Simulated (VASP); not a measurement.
# GaP (kk07) (F-43m) in VASP: vibrations by perturbation theory with LDA

Aim: the vibrations by perturbation theory of GaP (kk07) with LDA.

Program: VASP 6.6.1. These are calculated values, not measurements. Logs are shortened: lines on timing, memory, paths and dates and some standing lists are left out, and cuts for length are marked.

### Step 1. The cell of the first run

Symmetry: F-43m, No. 216, cubic system. The conventional cell has a = 5.391 Å, b = 5.391 Å, c = 5.391 Å, α = 90.00°, β = 90.00°, γ = 90.00°. Ga (site symmetry -43m) has 4 P at 2.33 Å within 3.1 Å. P (site symmetry -43m) has 4 Ga at 2.33 Å within 3.1 Å.

### Step 2. Vibrations by perturbation theory, LDA

Contents of INCAR:

```
SYSTEM = GaP
PREC = Accurate
ENCUT = 520
EDIFF = 1E-8
ISMEAR = 0
SIGMA = 0.01
LREAL = .False.
LASPH = .True.
NELM = 100
ALGO = Normal
ISIF = 2
LWAVE = .False.
LCHARG = .False.
IBRION = 8
NSW = 1
LEPSILON = .True.
```

Contents of KPOINTS:

```
Automatic mesh
0
Gamma
  12 12 12
  0 0 0
```

Contents of POSCAR:

```
GaP
1.0
    0.0000000000      2.6957448104      2.6957448104
    2.6957448104      0.0000000000      2.6957448104
    2.6957448104      2.6957448104      0.0000000000
Ga P
1 1
Direct
    0.0000000000      0.0000000000      0.0000000000
    0.7500000000      0.7500000000      0.7500000000
```

Potentials or basis: VASP PAW LDA potentials, release 64 (Ga_d, P).

Started as:

```
$ cat potpaw_LDA.64/Ga_d/POTCAR potpaw_LDA.64/P/POTCAR > POTCAR
$ mpirun -np 1 vasp_std > vasp.out
```

OUTCAR:

```text
SYSTEM = GaP
   PREC = Accurate
   ENCUT = 520
   EDIFF = 1E-8
   ISMEAR = 0
   LREAL = .False.
   LASPH = .True.
   NELM = 100
   ISIF = 2
   IBRION = 8
   NSW = 1
   LEPSILON = .True.

 ion  position               nearest neighbor table
   1  0.000  0.000  0.000-   2 2.33   2 2.33   2 2.33   2 2.33
   2  0.750  0.750  0.750-   1 2.33   1 2.33   1 2.33   1 2.33

  LATTYP: Found a face centered cubic cell.
 ALAT       =     5.3914896208

  Lattice vectors:

 A1 = (   0.0000000000,   2.6957448104,   2.6957448104)
 A2 = (   2.6957448104,   0.0000000000,   2.6957448104)
 A3 = (   2.6957448104,   2.6957448104,   0.0000000000)

Analysis of symmetry for initial positions (statically):
=====================================================================
 Subroutine PRICEL returns:
 Original cell was already a primitive cell.

 Routine SETGRP: Setting up the symmetry group for a
 face centered cubic supercell.

 Subroutine GETGRP returns: Found 24 space group operations
 (whereof 24 operations were pure point group operations)
 out of a pool of 48 trial point group operations.

The static configuration has the point symmetry T_d .

Analysis of symmetry for dynamics (positions and initial velocities):
=====================================================================
 Subroutine PRICEL returns:
 Original cell was already a primitive cell.

 Routine SETGRP: Setting up the symmetry group for a
 face centered cubic supercell.

 Subroutine GETGRP returns: Found 24 space group operations
 (whereof 24 operations were pure point group operations)
 out of a pool of 48 trial point group operations.

The dynamic configuration has the point symmetry T_d .

 Subroutine INISYM returns: Found 24 space group operations
 (whereof 24 operations are pure point group operations),
 and found     1 'primitive' translations

----------------------------------------------------------------------------------------

[... 616 lines left out ...]
 MACROSCOPIC STATIC DIELECTRIC TENSOR (including local field effects in DFT)
 ------------------------------------------------------
          10.681608    -0.000000     0.000000
           0.000000    10.681608     0.000000
          -0.000000     0.000000    10.681608
 ------------------------------------------------------

 PIEZOELECTRIC TENSOR (including local field effects)  for field in x, y, z        (e  Angst)
          XX          YY          ZZ          XY          YZ          ZX
  --------------------------------------------------------------------------------
  x    -0.00000     0.00000     0.00000     0.00000     1.88627     0.00000
  y    -0.00000    -0.00000     0.00000     0.00000     0.00000     1.88627
  z    -0.00000     0.00000    -0.00000     1.88627     0.00000     0.00000

 PIEZOELECTRIC TENSOR (including local field effects)  for field in x, y, z        (C/m^2)
          XX          YY          ZZ          XY          YZ          ZX
  --------------------------------------------------------------------------------
  x    -0.00000     0.00000     0.00000     0.00000     0.77134     0.00000
  y    -0.00000    -0.00000     0.00000     0.00000     0.00000     0.77134
  z    -0.00000     0.00000    -0.00000     0.77134     0.00000     0.00000

 BORN EFFECTIVE CHARGES (including local field effects) (in |e|, cummulative output)
 ---------------------------------------------------------------------------------
 ion    1
    1     2.06820     0.00000     0.00000
    2     0.00000     2.06820     0.00000
    3    -0.00000    -0.00000     2.06820
 ion    2
    1    -2.06820     0.00000    -0.00000
    2     0.00000    -2.06820    -0.00000
    3     0.00000     0.00000    -2.06820

 INTERNAL STRAIN TENSOR FOR ION    2 for displacements in x,y,z  (eV/Angst):
          X           Y           Z          XY          YZ          ZX
  --------------------------------------------------------------------------------
  x     0.00000     0.00000     0.00000     0.00000     7.77331     0.00000
  y     0.00000     0.00000     0.00000     0.00000     0.00000     7.77331
  z     0.00000     0.00000     0.00000     7.77331     0.00000     0.00000

 SECOND DERIVATIVES (NOT SYMMETRIZED)
 ------------------------------------
               1X          1Y          1Z          2X          2Y          2Z
  1X   -10.499872    0.000000   -0.000000   10.499872   -0.000000    0.000000
  1Y     0.000000  -10.499872    0.000000   -0.000000   10.499872   -0.000000
  1Z    -0.000000    0.000000  -10.499872    0.000000   -0.000000   10.499872
  2X    10.491991    0.000000    0.000000  -10.491991    0.000000    0.000000
  2Y     0.000000   10.491991    0.000000    0.000000  -10.491991    0.000000
  2Z     0.000000    0.000000   10.491991    0.000000    0.000000  -10.491991

 Eigenvectors and eigenvalues of the dynamical matrix
 ----------------------------------------------------

   1 f  =   10.935822 THz    68.711796 2PiTHz  364.779756 cm-1    45.226905 meV
             X         Y         Z           dx          dy          dz
      0.000000  0.000000  0.000000    -0.000000    0.000000   -0.554758
      4.043617  4.043617  4.043617     0.000000    0.000000    0.832012
[... 21 lines left out ...]
   6 f/i=    0.001895 THz     0.011907 2PiTHz    0.063211 cm-1     0.007837 meV
             X         Y         Z           dx          dy          dz
      0.000000  0.000000  0.000000    -0.086589    0.007699    0.827458
      4.043617  4.043617  4.043617    -0.057734    0.005134    0.551721

--------------------------------------------------------------------------------------------------------

 MACROSCOPIC STATIC DIELECTRIC TENSOR IONIC CONTRIBUTION
 ------------------------------------------------------
           1.882183    -0.000000     0.000000
          -0.000000     1.882183    -0.000000
           0.000000    -0.000000     1.882183
 ------------------------------------------------------

 ELASTIC MODULI CONTR FROM IONIC RELAXATION (kBar)
 Direction    XX          YY          ZZ          XY          YZ          ZX
 --------------------------------------------------------------------------------
 XX          -0.0000      0.0000      0.0000      0.0000     -0.0000      0.0000
 YY           0.0000     -0.0000      0.0000      0.0000      0.0000     -0.0000
 ZZ           0.0000      0.0000     -0.0000     -0.0000      0.0000      0.0000
 XY           0.0000      0.0000     -0.0000   -233.2508      0.0000      0.0000
 YZ          -0.0000      0.0000      0.0000      0.0000   -233.2508      0.0000
 ZX           0.0000     -0.0000      0.0000      0.0000      0.0000   -233.2508
 --------------------------------------------------------------------------------

 PIEZOELECTRIC TENSOR IONIC CONTR  for field in x, y, z        (C/m^2)
          XX          YY          ZZ          XY          YZ          ZX
  --------------------------------------------------------------------------------
  x    -0.00000     0.00000     0.00000    -0.00000    -0.62347     0.00000
  y     0.00000    -0.00000     0.00000    -0.00000     0.00000    -0.62347
  z     0.00000     0.00000    -0.00000    -0.62347     0.00000     0.00000
```

stdout:

```text
POSCAR found type information on POSCAR GaP
 POSCAR found :  2 types and       2 ions
 scaLAPACK will be used
 LDA part: xc-table for (Slater(with rela. corr.)+CA(PZ))
 , standard interpolation
 POSCAR, INCAR and KPOINTS ok, starting setup
 FFT: planning ... GRIDC
 FFT: planning ... GRID_SOFT
 FFT: planning ... GRID
[... 24 lines left out ...]
 Linear response to external field, progress :
  Direction:   3
 dielectric tensor                  component  3 :     2.007     2.367    10.682
 Linear response DOF=           2
 Linear response progress:
 first order change of Fermi-energy   0.42644E-02
 force on displaced ion       1 direction 1 : -10.500  -0.000  -0.000
 Born effective charge ion    1 direction 1 :   2.060   0.000   0.000
 Linear response progress:
 first order change of Fermi-energy  -0.37487E-02
 force on displaced ion       2 direction 1 : -10.492  -0.000  -0.000
 Born effective charge ion    2 direction 1 :  -2.072   0.000   0.000
 Born effective charges drift removed
 Linear response finished
```

Wall time 11 min (1 thread of Intel Xeon Platinum 8488C (Sapphire Rapids), shared host); peak memory 0.43 GiB.

Results:

```yaml
Electronic_dielectric_tensor_diagonal: 10.68
Born_charges_mean_of_the_diagonal: Ga +2.07; P -2.07 e
Highest_phonon_frequency_at_Γ_LO-TO_splitting_left_out: 365 cm⁻¹
```

Phonon frequencies in cm⁻¹ (negative: imaginary):
```
              q point        frequencies
(0.000, 0.000, 0.000)  0 0 0 365 365 365
```

Electronic dielectric tensor:
```
10.68  0.00  0.00
 0.00 10.68  0.00
 0.00  0.00 10.68
```

Born effective charge tensors (e):
atom 1, Ga
```
2.07 0.00 0.00
0.00 2.07 0.00
0.00 0.00 2.07
```
atom 2, P
```
-2.07  0.00  0.00
 0.00 -2.07  0.00
 0.00  0.00 -2.07
```
